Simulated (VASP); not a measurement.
# BiTe (R-3m) in VASP: further runs

BiTe is run at these levels: HF, PBE-based screened hybrid with 25 % exact exchange, PBE, PBE-based screened hybrid with 10 % exact exchange, PBE-based screened hybrid with 15 % exact exchange; tasks: single point.

All numbers are computed with VASP 6.6.1; they aren't measurements. Logs are shortened: lines on timing, memory, paths and dates and some standing lists are left out, and cuts for length are marked.

## 1. The cell of the first run

Symmetry: R-3m, No. 166, trigonal system. Conventional cell: a = 4.869 Å, b = 4.869 Å, c = 10.237 Å, α = 90.00°, β = 90.00°, γ = 120.00°. Bi (site symmetry -3m) has 6 Te at 3.29 Å and 6 Bi at 4.42 Å within 4.5 Å. Te (site symmetry -3m) has 6 Bi at 3.29 Å and 6 Te at 4.42 Å within 4.5 Å.

## 2. Single point, HF

The input, POSCAR:

```
BiTe
1.0
    2.4346130412      1.4056244947      3.4121778381
   -2.4346130412      1.4056244947      3.4121778381
    0.0000000000     -2.8112489894      3.4121778381
Bi Te
1 1
Direct
    0.5000000000      0.5000000000      0.5000000000
    0.0000000000      0.0000000000      0.0000000000
```

The input, INCAR.step1:

```
SYSTEM = BiTe
PREC = Accurate
ENCUT = 520
EDIFF = 1E-5
ISMEAR = -1
SIGMA = 0.05
LREAL = .FALSE.
LASPH = .TRUE.
NELM = 100
ALGO = Normal
ISIF = 2
LWAVE = .TRUE.
GGA = PE
NBANDS = 18
```

The input, INCAR.step2:

```
SYSTEM = BiTe
PREC = Accurate
ENCUT = 520
EDIFF = 1E-6
ISMEAR = -1
SIGMA = 0.05
LREAL = .FALSE.
LASPH = .TRUE.
NELM = 100
ALGO = Normal
ISIF = 2
LWAVE = .FALSE.
LCHARG = .TRUE.
GGA = PE
LHFCALC = .TRUE.
AEXX = 1.0
ALDAC = 0.0
AGGAC = 0.0
PRECFOCK = Normal
LELF = .TRUE.
LVHAR = .TRUE.
ISTART = 1
NBANDS = 18
```

The input, KPOINTS:

```
regular mesh
0
G
  4 4 4
  0 0 0
```

Potentials or basis: VASP PAW PBE potentials, release 64 (Bi_d, Te).

Command:

```bash
$ cat potpaw_PBE.64/Bi_d/POTCAR potpaw_PBE.64/Te/POTCAR > POTCAR
$ cp INCAR.step1 INCAR
$ mpirun -np 1 vasp_std > vasp.out
$ cp INCAR.step2 INCAR
$ mpirun -np 1 vasp_std > vasp.out
```

OUTCAR:

```text
SYSTEM = BiTe
   PREC = Accurate
   ENCUT = 520
   EDIFF = 1E-6
   ISMEAR = -1
   LREAL = .FALSE.
   LASPH = .TRUE.
   NELM = 100
   ISIF = 2
   GGA = PE
   LHFCALC = .TRUE.
   AEXX = 1.0
   PRECFOCK = Normal
   ISTART = 1

 ion  position               nearest neighbor table
   1  0.500  0.500  0.500-   2 3.29   2 3.29   2 3.29   2 3.29   2 3.29   2 3.29
   2  0.000  0.000  0.000-   1 3.29   1 3.29   1 3.29   1 3.29   1 3.29   1 3.29

  LATTYP: Found a trigonal (rhomboedric) cell.
 ALAT       =     4.4210947150
 COS(alpha) =     0.3935007816

  Lattice vectors:

 A1 = (   2.4346130412,   1.4056244947,   3.4121778381)
 A2 = (  -2.4346130412,   1.4056244947,   3.4121778381)
 A3 = (   0.0000000000,  -2.8112489894,   3.4121778381)

Analysis of symmetry for initial positions (statically):
=====================================================================
 Subroutine PRICEL returns:
 Original cell was already a primitive cell.

 Routine SETGRP: Setting up the symmetry group for a
 trigonal (rhombohedral) supercell.

 Subroutine GETGRP returns: Found 12 space group operations
 (whereof 12 operations were pure point group operations)
 out of a pool of 12 trial point group operations.

The static configuration has the point symmetry D_3d.

Analysis of symmetry for dynamics (positions and initial velocities):
=====================================================================
 Subroutine PRICEL returns:
 Original cell was already a primitive cell.

 Routine SETGRP: Setting up the symmetry group for a
 trigonal (rhombohedral) supercell.

 Subroutine GETGRP returns: Found 12 space group operations
 (whereof 12 operations were pure point group operations)
 out of a pool of 12 trial point group operations.

The dynamic configuration has the point symmetry D_3d.

 Subroutine INISYM returns: Found 12 space group operations
 (whereof 12 operations are pure point group operations),
 and found     1 'primitive' translations

----------------------------------------------------------------------------------------

                                     Primitive cell

  volume of cell :      70.0619

  direct lattice vectors                    reciprocal lattice vectors
     2.434613041  1.405624495  3.412177838     0.205371446  0.118571259  0.097689320
    -2.434613041  1.405624495  3.412177838    -0.205371446  0.118571259  0.097689320
     0.000000000 -2.811248989  3.412177838     0.000000000 -0.237142519  0.097689320

  length of vectors
     4.421094715  4.421094715  4.421094715     0.256475686  0.256475686  0.256475686

  position of ions in fractional coordinates (direct lattice)
     0.500000000  0.500000000  0.500000000
     0.000000000  0.000000000  0.000000000

  ion indices of the primitive-cell ions
   primitive index   ion index
                 1           1
                 2           2

----------------------------------------------------------------------------------------

 KPOINTS: regular mesh

Automatic generation of k-mesh.
 Grid dimensions read from file:
 generate k-points for:    4    4    4

 Generating k-lattice:

  Cartesian coordinates                     Fractional coordinates (reciprocal lattice)
     0.051342861  0.029642815  0.024422330     0.250000000  0.000000000 -0.000000000
    -0.051342861  0.029642815  0.024422330     0.000000000  0.250000000 -0.000000000
     0.000000000 -0.059285630  0.024422330    -0.000000000 -0.000000000  0.250000000

  Length of vectors
     0.064118922  0.064118922  0.064118922

  Shift w.r.t. Gamma in fractional coordinates (k-lattice)
     0.000000000  0.000000000  0.000000000

 Subroutine IBZKPT returns following result:
 ===========================================

 Found     13 irreducible k-points:

 Following reciprocal coordinates:
            Coordinates               Weight
  0.000000  0.000000  0.000000      1.000000
  0.250000  0.000000 -0.000000      6.000000
  0.500000  0.000000 -0.000000      3.000000
  0.250000  0.250000 -0.000000      6.000000
  0.500000  0.250000  0.000000     12.000000
[... 42 lines left out ...]
  ext. energy  EPLUGINS =         0.00000000
  ---------------------------------------------------
  free energy    TOTEN  =       -16.98450840 eV

  energy without entropy =      -16.97801015  energy(sigma->0) =      -16.98125927

 E-fermi :   7.5414     XC(G=0):   0.0000

 val. band max:        7.5414335303   @ k =  -0.2500   0.2500   0.0000
 cond. band min:       8.7774789865   @ k =  -0.2500   0.2500   0.0000
 fundamental gap:      1.2360454562
 Fermi energy:         7.5414335304

 k-point     1 :       0.0000    0.0000    0.0000
  band No.  band energies     occupation
      1     -26.4775      2.00000
      2     -26.4775      2.00000
      3     -26.4533      2.00000
      4     -26.4533      2.00000
      5     -26.4284      2.00000
      6     -13.4247      2.00000
[... 10 lines left out ...]
     17      17.0551      0.00000
     18      17.6027      0.00000

 k-point     2 :       0.2500    0.0000   -0.0000
  band No.  band energies     occupation
      1     -26.4819      2.00000
      2     -26.4802      2.00000
      3     -26.4540      2.00000
      4     -26.4489      2.00000
      5     -26.4269      2.00000
      6     -12.6908      2.00000
[... 10 lines left out ...]
     17      18.8910      0.00000
     18      20.3758      0.00000

 k-point     3 :       0.5000    0.0000   -0.0000
  band No.  band energies     occupation
      1     -26.4855      2.00000
      2     -26.4828      2.00000
      3     -26.4544      2.00000
      4     -26.4445      2.00000
      5     -26.4244      2.00000
      6     -10.8499      2.00000
[... 10 lines left out ...]
     17      19.2034      0.00000
     18      20.8850      0.00000

 k-point     4 :       0.2500    0.2500   -0.0000
  band No.  band energies     occupation
      1     -26.4876      2.00000
      2     -26.4785      2.00000
      3     -26.4522      2.00000
      4     -26.4447      2.00000
      5     -26.4268      2.00000
      6     -12.4254      2.00000
[... 144 lines left out ...]
      4     -26.4363      2.00000
      5     -26.4279      2.00000
      6     -10.7755      2.00000
[... 10 lines left out ...]
     17      21.0716      0.00000
     18      22.0071      0.00000

 k-point    12 :      -0.2500    0.5000    0.2500
  band No.  band energies     occupation
      1     -26.4919      2.00000
      2     -26.4829      2.00000
      3     -26.4461      2.00000
      4     -26.4400      2.00000
      5     -26.4257      2.00000
      6     -10.2235      2.00000
[... 10 lines left out ...]
     17      20.4358      0.00000
     18      22.3027      0.00000

 k-point    13 :       0.5000    0.5000    0.5000
  band No.  band energies     occupation
      1     -26.4906      2.00000
      2     -26.4906      2.00000
      3     -26.4371      2.00000
      4     -26.4371      2.00000
      5     -26.4311      2.00000
      6     -10.4296      2.00000
[... 10 lines left out ...]
     17      20.4629      0.00000
     18      21.5022      0.00000

------------------------ aborting loop because EDIFF is reached ----------------------------------------

  FORCE on cell =-STRESS in cart. coord.  units (eV):
  Direction    XX          YY          ZZ          XY          YZ          ZX
  --------------------------------------------------------------------------------------
  -------------------------------------------------------------------------------------
  Total       -1.1924240     -1.1924240     -0.7135348      0.0000000      0.0000000      0.0000000
  in kB      -27.2683673    -27.2683673    -16.3171222      0.0000000      0.0000000      0.0000000
  external PRESSURE =     -23.6179523 kB  Pullay stress =       0.0000000 kB

 VOLUME and BASIS-vectors are now :
 -----------------------------------------------------------------------------
  energy-cutoff  :      520.00
  volume of cell :       70.06
      direct lattice vectors                 reciprocal lattice vectors
     2.434613041  1.405624495  3.412177838     0.205371446  0.118571259  0.097689320
    -2.434613041  1.405624495  3.412177838    -0.205371446  0.118571259  0.097689320
     0.000000000 -2.811248989  3.412177838     0.000000000 -0.237142519  0.097689320

 POSITION                                       TOTAL-FORCE (eV/Angst)
 -----------------------------------------------------------------------------------
      0.00000      0.00000      5.11827         0.000000     -0.000000      0.000000
      0.00000      0.00000      0.00000        -0.000000      0.000000     -0.000000
 -----------------------------------------------------------------------------------
    total drift:                                0.000000      0.000001      0.000003

  FREE ENERGIE OF THE ION-ELECTRON SYSTEM (eV)
  ---------------------------------------------------
  free  energy   TOTEN  =       -16.9845084013 eV

  energy  without entropy=      -16.9780101465  energy(sigma->0) =      -16.98125927
```

Wall time 29 min (1 thread of Intel Xeon Platinum 8559C (Emerald Rapids), shared host); peak memory 0.23 GiB.

What came out:

* Free energy: -16.9845 eV
* Pressure: -2.4 GPa
* Band gap on the k mesh: zero (an odd number of electrons rules out a gap without spin polarisation)

Levels at points of the mesh, in eV from the Fermi level:
| k point | band 8 | band 9 | band 10 | band 11 | band 12 | band 13 |
| --- | --- | --- | --- | --- | --- | --- |
| (0.00, 0.00, 0.00) | -6.70 | -6.70 | -5.32 | 4.09 | 5.21 | 5.21 |
| (0.50, 0.00, 0.00) | -5.19 | -5.18 | -3.84 | -2.52 | -1.92 | 1.53 |
| (0.50, 0.50, 0.00) | -10.57 | -8.91 | -7.62 | 4.87 | 5.81 | 6.63 |
| (0.50, 0.50, 0.50) | -5.70 | -5.70 | -5.34 | -3.68 | -2.87 | -2.87 |

Caveat: the k points lie up to 0.40 Å⁻¹ apart, too coarse for converged energies and pressures of a metal; the PAW data sets were made with another functional, which shifts forces and pressure a little; spin-orbit coupling is left out, which moves the levels of the heavy elements; an odd number of electrons without spin polarisation forces a metal; a magnetic or distorted state may lie lower.

## 3. Single point, PBE-based screened hybrid with 25 % exact exchange

This run uses another cell than the first one, of 33.72 Å³/atom.

The input, POSCAR:

```
BiTe
1.0
    2.4227077728      1.3987509848      3.3172919545
   -2.4227077728      1.3987509848      3.3172919545
    0.0000000000     -2.7975019696      3.3172919545
Bi Te
1 1
Direct
    0.5000000000      0.5000000000      0.5000000000
    0.0000000000      0.0000000000      0.0000000000
```

The input, INCAR.step1:

```
PREC = Accurate ; ENCUT = 520
EDIFF = 1E-5 ; ISMEAR = -1
SIGMA = 0.05 ; LREAL = False
LASPH = True ; NELM = 100
ALGO = Normal ; ISIF = 2
LWAVE = True ; GGA = PE
NBANDS = 18
```

The input, INCAR.step2:

```
PREC = Accurate ; ENCUT = 520
EDIFF = 1E-7 ; ISMEAR = -1
SIGMA = 0.05 ; LREAL = False
LASPH = True ; NELM = 100
ALGO = Normal ; ISIF = 2
LWAVE = False ; LCHARG = True
GGA = PE ; LHFCALC = True
AEXX = 0.25 ; HFSCREEN = 0.2
PRECFOCK = Normal ; LELF = True
LVHAR = True ; ISTART = 1
NBANDS = 18
```

The input, KPOINTS:

```
Automatic mesh
0
Gamma
  4 4 4
```

Potentials or basis: VASP PAW PBE potentials, release 64 (Bi_d, Te).

Command:

```bash
$ cat potpaw_PBE.64/Bi_d/POTCAR potpaw_PBE.64/Te/POTCAR > POTCAR
$ cp INCAR.step1 INCAR
$ mpirun -np 1 vasp_std > vasp.out
$ cp INCAR.step2 INCAR
$ mpirun -np 1 vasp_std > vasp.out
```

Wall time 38 min (1 thread of AMD EPYC 7R13 (Zen 3), shared host); peak memory 0.28 GiB.

Results (log left out):

```
Free energy            : -8.6973 eV
Pressure               : -2.0 GPa
Band gap on the k mesh : zero (an odd number of electrons rules out a gap without spin polarisation)
```

Stress tensor (GPa, compression positive):
```
-2.19  0.00  0.00
 0.00 -2.19  0.00
 0.00  0.00 -1.59
```

Levels at points of the mesh, in eV from the Fermi level:
```tsv
k point	band 8	band 9	band 10	band 11	band 12	band 13
(0.00, 0.00, 0.00)	-3.52	-3.52	-2.11	2.08	2.84	2.84
(0.50, 0.00, 0.00)	-2.33	-2.27	-1.37	-1.12	-0.74	0.32
(0.50, 0.50, 0.00)	-6.54	-5.28	-3.99	2.56	3.40	4.00
(0.50, 0.50, 0.50)	-2.87	-2.87	-2.69	-1.85	-1.50	-1.50
```

Caveat: the k points lie up to 0.41 Å⁻¹ apart, too coarse for converged energies and pressures of a metal; the PAW data sets were made with another functional, which shifts forces and pressure a little; spin-orbit coupling is left out, which moves the levels of the heavy elements; an odd number of electrons without spin polarisation forces a metal; a magnetic or distorted state may lie lower.

## 4. Single point, PBE

This run uses another cell than the first one, of 33.72 Å³/atom.

The input, INCAR:

```
PREC = Accurate
ENCUT = 520
EDIFF = 1E-7
ISMEAR = -1
SIGMA = 0.05
LREAL = F
LASPH = T
NELM = 60
ALGO = Normal
ISIF = 2
LWAVE = F
LCHARG = F
GGA = PE
NBANDS = 18
```

The input, KPOINTS:

```
regular mesh
0
Gamma
  4 4 4
```

POSCAR is that of step 3.

Command:

```bash
$ cat potpaw_PBE.64/Bi_d/POTCAR potpaw_PBE.64/Te/POTCAR > POTCAR
$ mpirun -np 1 vasp_std > vasp.out
```

It took 13 s on 1 thread of Intel Xeon Platinum 8124M at 3.00GHz (Skylake/Cascade Lake), shared host; peak memory 0.17 GiB.

It converged, with:

- Free energy: -7.2200 eV
- Pressure: 0.0 GPa
- Band gap on the k mesh: zero (an odd number of electrons rules out a gap without spin polarisation)

Stress tensor (GPa, compression positive):
```
-0.11  0.00  0.00
 0.00 -0.11  0.00
 0.00  0.00  0.19
```

Levels at points of the mesh, in eV from the Fermi level:
```
           k point  band 8  band 9  band 10  band 11  band 12  band 13
(0.00, 0.00, 0.00)   -2.99   -2.99    -1.68     1.80     2.44     2.44
(0.50, 0.00, 0.00)   -1.94   -1.89    -1.11    -1.03    -0.67     0.24
(0.50, 0.50, 0.00)   -5.67   -4.55    -3.37     2.35     2.99     3.52
(0.50, 0.50, 0.50)   -2.43   -2.43    -2.30    -1.63    -1.33    -1.33
```

Caveat: the k points lie up to 0.41 Å⁻¹ apart, too coarse for converged energies and pressures of a metal; spin-orbit coupling is left out, which moves the levels of the heavy elements; an odd number of electrons without spin polarisation forces a metal; a magnetic or distorted state may lie lower.

## 5. Single point, PBE-based screened hybrid with 10 % exact exchange

This run uses another cell than the first one, of 33.72 Å³/atom.

POSCAR is that of step 4.

The input, INCAR.step1:

```
PREC = Accurate
ENCUT = 520
EDIFF = 1E-5
ISMEAR = -1
SIGMA = 0.05
LREAL = False
LASPH = True
NELM = 80
ALGO = Normal
ISIF = 2
LWAVE = True
LCHARG = False
GGA = PE
NBANDS = 18
```

The input, INCAR.step2:

```
PREC = Accurate
ENCUT = 520
EDIFF = 1E-6
ISMEAR = -1
SIGMA = 0.05
LREAL = False
LASPH = True
NELM = 80
ALGO = Normal
ISIF = 2
LWAVE = False
LCHARG = False
GGA = PE
LHFCALC = True
AEXX = 0.1
HFSCREEN = 0.2078699
PRECFOCK = Normal
ISTART = 1
NBANDS = 18
```

The input, KPOINTS:

```
Automatic mesh
0
Gamma
  4 4 4
```

Command:

```bash
$ cat potpaw_PBE.64/Bi_d/POTCAR potpaw_PBE.64/Te/POTCAR > POTCAR
$ cp INCAR.step1 INCAR
$ mpirun -np 1 vasp_std > vasp.out
$ cp INCAR.step2 INCAR
$ mpirun -np 1 vasp_std > vasp.out
```

Wall time 27 min (1 thread of Intel Xeon Platinum 8124M at 3.00GHz (Skylake/Cascade Lake), shared host); peak memory 0.31 GiB.

It converged, with:

* Free energy: -7.7693 eV
* Pressure: -0.8 GPa
* Band gap on the k mesh: zero (an odd number of electrons rules out a gap without spin polarisation)

Stress tensor (GPa, compression positive):
```
-0.94  0.00  0.00
 0.00 -0.94  0.00
 0.00  0.00 -0.53
```

Levels at points of the mesh, in eV from the Fermi level:
| k point | band 7 | band 8 | band 9 | band 10 | band 11 | band 12 | band 13 | band 14 |
| --- | --- | --- | --- | --- | --- | --- | --- | --- |
| (0.00, 0.00, 0.00) | -8.65 | -3.19 | -3.19 | -1.84 | 1.91 | 2.59 | 2.59 | 4.12 |
| (0.50, 0.00, 0.00) | -11.90 | -2.09 | -2.04 | -1.21 | -1.06 | -0.70 | 0.27 | 6.83 |
| (0.50, 0.50, 0.00) | -10.45 | -6.01 | -4.84 | -3.61 | 2.43 | 3.15 | 3.71 | 4.73 |
| (0.50, 0.50, 0.50) | -11.45 | -2.60 | -2.60 | -2.45 | -1.71 | -1.40 | -1.40 | 8.15 |

Caveat: the k points lie up to 0.41 Å⁻¹ apart, too coarse for converged energies and pressures of a metal; the PAW data sets were made with another functional, which shifts forces and pressure a little; spin-orbit coupling is left out, which moves the levels of the heavy elements; an odd number of electrons without spin polarisation forces a metal; a magnetic or distorted state may lie lower.

## 6. Single point, PBE-based screened hybrid with 15 % exact exchange

This run uses another cell than the first one, of 33.72 Å³/atom.

POSCAR is that of step 5.

The input, INCAR.step1:

```
SYSTEM = BiTe
  ALGO = Normal
  EDIFF = 1E-5
  ENCUT = 520
  GGA = PE
  ISIF = 2
  ISMEAR = -1
  LASPH = .TRUE.
  LCHARG = .FALSE.
  LREAL = .FALSE.
  LWAVE = .TRUE.
  NBANDS = 18
  NELM = 80
  PREC = Accurate
  SIGMA = 0.05
```

The input, INCAR.step2:

```
SYSTEM = BiTe
  AEXX = 0.15
  ALGO = Normal
  EDIFF = 1E-6
  ENCUT = 520
  GGA = PE
  HFSCREEN = 0.2078699
  ISIF = 2
  ISMEAR = -1
  ISTART = 1
  LASPH = .TRUE.
  LCHARG = .FALSE.
  LHFCALC = .TRUE.
  LREAL = .FALSE.
  LWAVE = .FALSE.
  NBANDS = 18
  NELM = 80
  PREC = Accurate
  PRECFOCK = Normal
  SIGMA = 0.05
```

The input, KPOINTS:

```
k-points
0
G
  4 4 4
  0 0 0
```

Potentials or basis: VASP PAW PBE potentials, release 64 (Bi_d, Te).

Command:

```bash
$ cat potpaw_PBE.64/Bi_d/POTCAR potpaw_PBE.64/Te/POTCAR > POTCAR
$ cp INCAR.step1 INCAR
$ mpirun -np 1 vasp_std > vasp.out
$ cp INCAR.step2 INCAR
$ mpirun -np 1 vasp_std > vasp.out
```

It took 30 min on 1 thread of Intel Xeon Platinum 8124M at 3.00GHz (Skylake/Cascade Lake), shared host; peak memory 0.31 GiB.

It converged, with:

* Free energy: -8.0584 eV
* Pressure: -1.2 GPa
* Band gap on the k mesh: zero (an odd number of electrons rules out a gap without spin polarisation)

Stress tensor (GPa, compression positive):
```
-1.35  0.00  0.00
 0.00 -1.35  0.00
 0.00  0.00 -0.87
```

Levels at points of the mesh, in eV from the Fermi level:
```csv
k point,band 7,band 8,band 9,band 10,band 11,band 12,band 13,band 14
"(0.00, 0.00, 0.00)",-8.80,-3.30,-3.30,-1.93,1.97,2.67,2.67,4.18
"(0.50, 0.00, 0.00)",-12.13,-2.16,-2.11,-1.26,-1.08,-0.71,0.28,6.93
"(0.50, 0.50, 0.00)",-10.65,-6.18,-4.98,-3.73,2.47,3.23,3.80,4.84
"(0.50, 0.50, 0.50)",-11.68,-2.68,-2.68,-2.53,-1.76,-1.43,-1.43,8.26
```

Caveat: the k points lie up to 0.41 Å⁻¹ apart, too coarse for converged energies and pressures of a metal; the PAW data sets were made with another functional, which shifts forces and pressure a little; spin-orbit coupling is left out, which moves the levels of the heavy elements; an odd number of electrons without spin polarisation forces a metal; a magnetic or distorted state may lie lower.

## 7. Summary

```tsv
level	cell	grid for exact exchange (PRECFOCK)	share of exact exchange	screening parameter	gap on the mesh (eV)	pressure (GPa)
HF	a = 4.421 Å, angles 66.8°, 2 atoms	Normal	1	-	none	-2.4
PBE-based screened hybrid with 25 % exact exchange	a = 4.339 Å, angles 67.9°, 2 atoms	Normal	0.25	0.2 1/Å	none	-2.0
PBE	a = 4.339 Å, angles 67.9°, 2 atoms	-	-	-	none	0.0
PBE-based screened hybrid with 10 % exact exchange	a = 4.339 Å, angles 67.9°, 2 atoms	Normal	0.1	0.20787 1/Å	none	-0.8
PBE-based screened hybrid with 15 % exact exchange	a = 4.339 Å, angles 67.9°, 2 atoms	Normal	0.15	0.20787 1/Å	none	-1.2
```

Alike in all rows: task single point; potentials or basis VASP PAW PBE potentials, release 64 (Bi_d, Te); no spin polarisation; k mesh 4 × 4 × 4; cutoff (eV) 520; smearing fermi-dirac 0.05 eV.

Caveats: all runs use coarse meshes; spin-orbit coupling is left out, which moves the levels of the heavy elements; an odd number of electrons without spin polarisation forces a metal; a magnetic or distorted state may lie lower; the PAW data sets were made with another functional, which shifts forces and pressure a little (at least some runs).

Absolute energies hang on the potentials; compare differences alone.

The gap in the log of VASP goes by the Fermi energy; the results here count the filled bands.